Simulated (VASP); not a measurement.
Sc:

```
Sc
1.0
     0.00000    2.26000    2.26000
     2.26000    0.00000    2.26000
     2.26000    2.26000    0.00000
Sc
1
Direct
  0.00000 0.00000 0.00000
```

Base run:

* Program: VASP 6.6.1
* Functional: PBEsol
* Potentials or basis: VASP PAW PBE potentials, release 64 (Sc_sv)
* Cutoff: 520 eV
* k mesh: 10 × 10 × 10
* Occupations: fermi-dirac, width 0.05 eV
* Spin: no spin polarisation

Its results: pressure 1.3 GPa.

Problem. The run is repeated on the same cell with these changes: functional from PBEsol to RPBE; occupations from fermi-dirac, width 0.05 eV to gaussian, width 0.1 eV. What comes out?

Solution. Pressure 6.1 GPa.

Caveats: the PAW data sets were made with another functional, which shifts forces and pressure a little.
